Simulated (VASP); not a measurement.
# HfN in VASP: a series of runs

HfN is run at these levels: PBEsol; tasks: electric field gradients.

Everything below comes from runs of VASP 6.6.1. Logs are shortened: lines on timing, memory, paths and dates and some standing lists are left out, and cuts for length are marked.

**1. The cell of the first run**

It takes space group R-3m (No. 166, trigonal). The conventional cell has a = 3.211 Å, b = 3.211 Å, c = 7.747 Å, α = 90.00°, β = 90.00°, γ = 120.00°. Within 3.0 Å of Hf (site symmetry -3m) lie 6 N at 2.26 Å. Within 3.0 Å of N (site symmetry -3m) lie 6 Hf at 2.26 Å.

**2. Electric field gradients, PBEsol (equal xy, yz and zx shear strains of -1 %)**

INCAR reads:

```
SYSTEM = HfN
PREC = Accurate ; ENCUT = 520
EDIFF = 1E-8 ; ISMEAR = -1
SIGMA = 0.01 ; LREAL = .FALSE.
LASPH = .TRUE. ; NELM = 100
ALGO = Normal ; ISIF = 2
LWAVE = .FALSE. ; LCHARG = .FALSE.
GGA = PS ; LEFG = .TRUE.
NBANDS = 14
```

KPOINTS reads:

```
Automatic mesh
0
G
  10 10 10
  0 0 0
```

POSCAR reads:

```
HfN
1.0
   -0.0225900000      2.2477050000      2.2477050000
    2.2477050000     -0.0225900000      2.2477050000
    2.2477050000      2.2477050000     -0.0225900000
Hf N
1 1
Direct
    0.0000000000      0.0000000000      0.0000000000
    0.5000000000      0.5000000000      0.5000000000
```

Potentials or basis: VASP PAW PBE potentials, release 64 (Hf_pv, N).

Launch:

```
> cat potpaw_PBE.64/Hf_pv/POTCAR potpaw_PBE.64/N/POTCAR > POTCAR
> mpirun -np 1 vasp_std > vasp.out
```

OUTCAR:

```text
SYSTEM = HfN
   PREC = Accurate
   ENCUT = 520
   EDIFF = 1E-8
   ISMEAR = -1
   LREAL = .FALSE.
   LASPH = .TRUE.
   NELM = 100
   ISIF = 2
   GGA = PS

 ion  position               nearest neighbor table
   1  0.000  0.000  0.000-   2 2.26   2 2.26   2 2.26   2 2.26   2 2.26   2 2.26
   2  0.500  0.500  0.500-   1 2.26   1 2.26   1 2.26   1 2.26   1 2.26   1 2.26

  LATTYP: Found a trigonal (rhomboedric) cell.
 ALAT       =     3.1788151633
 COS(alpha) =     0.4899250057

  Lattice vectors:

 A1 = (  -0.0225900000,   2.2477050000,   2.2477050000)
 A2 = (   2.2477050000,  -0.0225900000,   2.2477050000)
 A3 = (   2.2477050000,   2.2477050000,  -0.0225900000)

Analysis of symmetry for initial positions (statically):
=====================================================================
 Subroutine PRICEL returns:
 Original cell was already a primitive cell.

 Routine SETGRP: Setting up the symmetry group for a
 trigonal (rhombohedral) supercell.

 Subroutine GETGRP returns: Found 12 space group operations
 (whereof 12 operations were pure point group operations)
 out of a pool of 12 trial point group operations.

The static configuration has the point symmetry D_3d.

Analysis of symmetry for dynamics (positions and initial velocities):
=====================================================================
 Subroutine PRICEL returns:
 Original cell was already a primitive cell.

 Routine SETGRP: Setting up the symmetry group for a
 trigonal (rhombohedral) supercell.

 Subroutine GETGRP returns: Found 12 space group operations
 (whereof 12 operations were pure point group operations)
 out of a pool of 12 trial point group operations.

The dynamic configuration has the point symmetry D_3d.

 Subroutine INISYM returns: Found 12 space group operations
 (whereof 12 operations are pure point group operations),
 and found     1 'primitive' translations

----------------------------------------------------------------------------------------

                                     Primitive cell

  volume of cell :      23.0540

  direct lattice vectors                    reciprocal lattice vectors
    -0.022590000  2.247705000  2.247705000    -0.219123395  0.221347998  0.221347998
     2.247705000 -0.022590000  2.247705000     0.221347998 -0.219123395  0.221347998
     2.247705000  2.247705000 -0.022590000     0.221347998  0.221347998 -0.219123395

  length of vectors
     3.178815163  3.178815163  3.178815163     0.382105920  0.382105920  0.382105920

  position of ions in fractional coordinates (direct lattice)
     0.000000000  0.000000000  0.000000000
     0.500000000  0.500000000  0.500000000

  ion indices of the primitive-cell ions
   primitive index   ion index
                 1           1
                 2           2

----------------------------------------------------------------------------------------

 KPOINTS: Automatic mesh

Automatic generation of k-mesh.
 Grid dimensions read from file:
 generate k-points for:   10   10   10

 Generating k-lattice:

  Cartesian coordinates                     Fractional coordinates (reciprocal lattice)
    -0.021912339  0.022134800  0.022134800     0.100000000  0.000000000 -0.000000000
     0.022134800 -0.021912339  0.022134800     0.000000000  0.100000000 -0.000000000
     0.022134800  0.022134800 -0.021912339     0.000000000  0.000000000  0.100000000

  Length of vectors
     0.038210592  0.038210592  0.038210592

  Shift w.r.t. Gamma in fractional coordinates (k-lattice)
     0.000000000  0.000000000  0.000000000

 Subroutine IBZKPT returns following result:
 ===========================================

 Found    116 irreducible k-points:

 Following reciprocal coordinates:
            Coordinates               Weight
  0.000000  0.000000  0.000000      1.000000
  0.100000 -0.000000 -0.000000      6.000000
  0.200000 -0.000000 -0.000000      6.000000
  0.300000 -0.000000 -0.000000      6.000000
  0.400000 -0.000000 -0.000000      6.000000
  0.500000  0.000000 -0.000000      3.000000
[... 16 lines left out ...]
  0.300000  0.300000 -0.000000      6.000000
  0.400000  0.300000 -0.000000     12.000000
 [... further k-points ...]
   k-points           NKPTS =    116   k-points in BZ     NKDIM =    116   number of bands    NBANDS=     14
   number of dos      NEDOS =    301   number of ions     NIONS =      2
   total plane-waves  NPLWV =  13824
   dimension x,y,z NGX =    24 NGY =   24 NGZ =   24
   dimension x,y,z NGXF=    48 NGYF=   48 NGZF=   48
   ions per type =               1   1
   NGX,Y,Z   is equivalent  to a cutoff of  12.55, 12.55, 12.55 a.u.
   NGXF,Y,Z  is equivalent  to a cutoff of  25.10, 25.10, 25.10 a.u.
 SYSTEM =  HfN
   PREC   = accura    normal or accurate (medium, high low for compatibility)
   ISTART =      0    job   : 0-new  1-cont  2-samecut
   ICHARG =      2    charge: 1-file 2-atom 10-const
   ISPIN  =      1    spin polarized calculation?
   LNONCOLLINEAR =      F non collinear calculations
   LSORBIT =      F    spin-orbit coupling
   LASPH  =      T    aspherical Exc in radial PAW
   ENCUT  =  520.0 eV  38.22 Ry    6.18 a.u.   5.91  5.91  5.91*2*pi/ulx,y,z
   NELM   =    100;   NELMIN=  2; NELMDL= -5     # of ELM steps
   EDIFF  = 0.1E-07   stopping-criterion for ELM
   LREAL  =      F    real-space projection
   EDIFFG = 0.1E-06   stopping-criterion for IOM
   NSW    =      0    number of steps for IOM
   IBRION =     -1    ionic relax: 0-MD 1-quasi-New 2-CG
   NFREE  =      0    steps in history (QN), initial steepest desc. (CG)
   ISIF   =      2    stress and relaxation
   ISYM   =      2    0-nonsym 1-usesym 2-fastsym
   POTIM  = 0.5000    time-step for ionic-motion
   TEBEG  =    0.0;   TEEND  =   0.0 temperature during run
   PSTRESS=    0.0 pullay stress
   NELECT =      15.0000    total number of electrons
   NUPDOWN=      -1.0000    fix difference up-down
   EMIN   =  10.00;   EMAX   =-10.00  energy-range for DOS
   EFERMI =   0.00;   METHOD = LEGACY
   ISMEAR =    -1;   SIGMA  =   0.01  broadening in eV -4-tet -1-fermi 0-gaus
   EFERMI_NEDOS =   21; number of points for ismear=-14 and -15
   IALGO  =     38    algorithm
   IMIX   =      4    mixing-type and parameters
     AMIX     =   0.40;   BMIX     =  1.00
     AMIX_MAG =   1.60;   BMIX_MAG =  1.00
  volume/ion in A,a.u.               =      11.53        77.79
  Fermi-wavevector in a.u.,A,eV,Ry     =   1.418589  2.680744 27.380292  2.012395
  Thomas-Fermi vector in A             =   2.539699
   LORBIT       =      0    0 simple, 1 ext, 2 COOP (PROOUT), +10 PAW based schemes
   GGA     = PS    functional components
   LHFCALC =     F    Hartree Fock is set to
   AEXX    =    0.0000 exact exchange contribution
   IVDW    =     0    specifies the selected vdW correction
   LEPSILON=     F    determine dielectric tensor
   LRPA    =     F    only Hartree local field effects (RPA)
 non-spin polarized calculation
  energy-cutoff  :      520.00
  volume of cell :       23.05
 maximum number of plane-waves:       632
   NGX = 11   NGY = 11   NGZ = 11

 number of electron      15.0000000 magnetization

 Free energy of the ion-electron system (eV)
  ---------------------------------------------------
  ext. energy  EPLUGINS =         0.00000000
  ---------------------------------------------------
  free energy    TOTEN  =       -22.97737742 eV

  energy without entropy =      -22.97705623  energy(sigma->0) =      -22.97721682

 E-fermi :   8.2438     XC(G=0): -12.8941

 val. band max:        8.2304681005   @ k =  -0.1000   0.1000   0.0000
 cond. band min:       8.2488287440   @ k =   0.2000   0.1000   0.1000
 fundamental gap:      0.0183606435
 Fermi energy:         8.2437594623

 k-point     1 :       0.0000    0.0000    0.0000
  band No.  band energies     occupation
      1     -22.8597      2.00000
      2     -22.8597      2.00000
      3     -22.8473      2.00000
      4      -9.2434      2.00000
      5       5.1843      2.00000
      6       5.1843      2.00000
      7       5.2638      2.00000
      8       7.7494      2.00000
      9       7.7494      2.00000
     10       7.9792      2.00000
     11      10.0207      0.00000
     12      10.1496      0.00000
     13      10.1496      0.00000
     14      17.7416      0.00000
[... 375 lines left out ...]
 k-point    24 :       0.4000    0.3000   -0.0000
  band No.  band energies     occupation
      1     -23.5396      2.00000
      2     -23.1285      2.00000
      3     -23.0849      2.00000
      4      -7.8218      2.00000
      5       1.5983      2.00000
      6       3.5756      2.00000
      7       4.1376      2.00000
      8       5.7008      2.00000
      9      12.2728      0.00000
     10      12.7754      0.00000
     11      12.9535      0.00000
     12      13.0333      0.00000
     13      17.3598      0.00000
     14      19.4531      0.00000

 [... further k-points ...]
[... 5 lines left out ...]
  --------------------------------------------------------------------------------------
  -------------------------------------------------------------------------------------
  Total       -0.7422272     -0.7422272     -0.7422272      0.1182702      0.1182702      0.1182702
  in kB      -51.5823864    -51.5823864    -51.5823864      8.2193960      8.2193960      8.2193960
  external PRESSURE =     -51.5823864 kB  Pullay stress =       0.0000000 kB

 VOLUME and BASIS-vectors are now :
 -----------------------------------------------------------------------------
  energy-cutoff  :      520.00
  volume of cell :       23.05
      direct lattice vectors                 reciprocal lattice vectors
    -0.022590000  2.247705000  2.247705000    -0.219123395  0.221347998  0.221347998
     2.247705000 -0.022590000  2.247705000     0.221347998 -0.219123395  0.221347998
     2.247705000  2.247705000 -0.022590000     0.221347998  0.221347998 -0.219123395

 POSITION                                       TOTAL-FORCE (eV/Angst)
 -----------------------------------------------------------------------------------
      0.00000      0.00000      0.00000        -0.000000      0.000000     -0.000000
      2.23641      2.23641      2.23641         0.000000     -0.000000      0.000000
 -----------------------------------------------------------------------------------
    total drift:                                0.000000     -0.000000     -0.000000

  FREE ENERGIE OF THE ION-ELECTRON SYSTEM (eV)
  ---------------------------------------------------
  free  energy   TOTEN  =       -22.9773774181 eV

  energy  without entropy=      -22.9770562298  energy(sigma->0) =      -22.97721682

 Electric field gradients (V/A^2)
---------------------------------------------------------------------
 ion       V_xx      V_yy      V_zz      V_xy      V_xz      V_yz
---------------------------------------------------------------------
   1       0.000    -0.000     0.000     4.422     4.422     4.422
   2      -0.000    -0.000     0.000    -0.565    -0.565    -0.565
---------------------------------------------------------------------

 Electric field gradients after diagonalization (V/A^2)
 (convention: |V_zz| > |V_xx| > |V_yy|)
----------------------------------------------------------------------
 ion       V_xx      V_yy      V_zz     asymmetry (V_yy - V_xx)/ V_zz
----------------------------------------------------------------------
   1      -4.422    -4.422     8.844       0.000
   2       0.565     0.565    -1.131       0.000
----------------------------------------------------------------------

           NMR quadrupolar parameters

 Cq : quadrupolar parameter    Cq=e*Q*V_zz/h
 eta: asymmetry parameters     (V_yy - V_xx)/ V_zz
 Q  : nuclear electric quadrupole moment in mb (millibarn)
----------------------------------------------------------------------
 ion       Cq(MHz)       eta       Q (mb)
----------------------------------------------------------------------
   1       0.021       0.000       1.000
   2      -0.003       0.000       1.000
----------------------------------------------------------------------
```

Run time: 12 s. Hardware: 1 thread of Intel Xeon 6975P-C (Granite Rapids), shared host; peak memory 0.16 GiB.

Results:

```
Free energy : -22.9774 eV
Pressure    : -5.2 GPa
```

Stress tensor (GPa, compression positive):
```
-5.16  0.82  0.82
 0.82 -5.16  0.82
 0.82  0.82 -5.16
```

Electric field gradients, principal values (V/Å²):
```
atom   least  middle  greatest (by size)
1 Hf  -4.422  -4.422               8.844
 2 N   0.565   0.565              -1.131
```

Caveat: the cell differs from its parent crystal (equal xy, yz and zx shear strains of -1 %); without QUAD_EFG the Cq values of the log hold for a quadrupole moment of 1 mb, not for the nuclei; the PAW data sets were made with another functional, which shifts forces and pressure a little; spin-orbit coupling is left out, which moves the levels of the heavy elements.

[end of part 1 of 3]
